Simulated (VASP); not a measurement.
Wanted: the native input for a VASP 6.6.1 run.

| Quantity | Value |
| --- | --- |
| Task | single point |
| Functional | r2SCAN |
| Potentials or basis | VASP PAW PBE potentials, release 64 (Cu) |
| Cutoff | 520 eV |
| k mesh | 16 × 16 × 16 |
| Occupations | fermi-dirac, width 0.1 eV |
| Spin | no spin polarisation |
| Dipole correction | no |
| Further INCAR settings | ALGO = Normal; EDIFF = 1e-06; NBANDS = 12 |

Cu:

```xyz
1
Lattice="-1.4428 1.4428 1.3761 1.4428 -1.4428 1.3761 1.4428 1.4428 -1.3761" Properties=species:S:1:pos:R:3 pbc="T T T"
Cu    0.0000    0.0000    0.0000
```

The input as run:

POSCAR

```
Cu
1.0
   -1.4427933200      1.4427933200      1.3760814500
    1.4427933200     -1.4427933200      1.3760814500
    1.4427933200      1.4427933200     -1.3760814500
Cu
1
Direct
    0.0000000000      0.0000000000      0.0000000000
```

INCAR.step1

```
SYSTEM = Cu
ALGO     = Normal         ! electronic algorithm
EDIFF    = 1E-4           ! SCF threshold, eV
ENCUT    = 520            ! plane-wave cutoff, eV
GGA      = PE             ! functional
ISMEAR   = -1             ! smearing method
LASPH    = .True.         ! aspherical terms in the spheres
LCHARG   = .False.        ! write CHGCAR
LREAL    = .False.        ! projectors in reciprocal space
LWAVE    = .True.         ! write WAVECAR
NBANDS   = 12             ! bands
NELM     = 100            ! most SCF steps
PREC     = Accurate       ! precision mode
SIGMA    = 0.1            ! smearing width, eV
```

INCAR.step2

```
SYSTEM = Cu
ALGO     = Normal         ! electronic algorithm
EDIFF    = 1E-6           ! SCF threshold, eV
ENCUT    = 520            ! plane-wave cutoff, eV
ISIF     = 2              ! what is computed and relaxed
ISMEAR   = -1             ! smearing method
ISTART   = 1            
LASPH    = .True.         ! aspherical terms in the spheres
LCHARG   = .False.        ! write CHGCAR
LMIXTAU  = .True.       
LREAL    = .False.        ! projectors in reciprocal space
LWAVE    = .False.        ! write WAVECAR
METAGGA  = R2SCAN         ! meta-GGA
NBANDS   = 12             ! bands
NELM     = 100            ! most SCF steps
PREC     = Accurate       ! precision mode
SIGMA    = 0.1            ! smearing width, eV
```

KPOINTS

```
k-points
0
Gamma
  16 16 16
  0 0 0
```

Potentials or basis: VASP PAW PBE potentials, release 64 (Cu).

Launch:

```bash
$ cat potpaw_PBE.64/Cu/POTCAR > POTCAR
$ cp INCAR.step1 INCAR
$ mpirun -np 1 vasp_std > vasp.out
$ cp INCAR.step2 INCAR
$ mpirun -np 1 vasp_std > vasp.out
```

Results of the run:

The pressure is 1.0 GPa and the band gap on the k mesh is zero (an odd number of electrons rules out a gap without spin polarisation).

Caveat: the PAW data sets were made with another functional, which shifts forces and pressure a little.

It took 4.1 min on 1 thread of Intel Xeon 8259CL, on a shared host, peak memory 0.16 GiB.
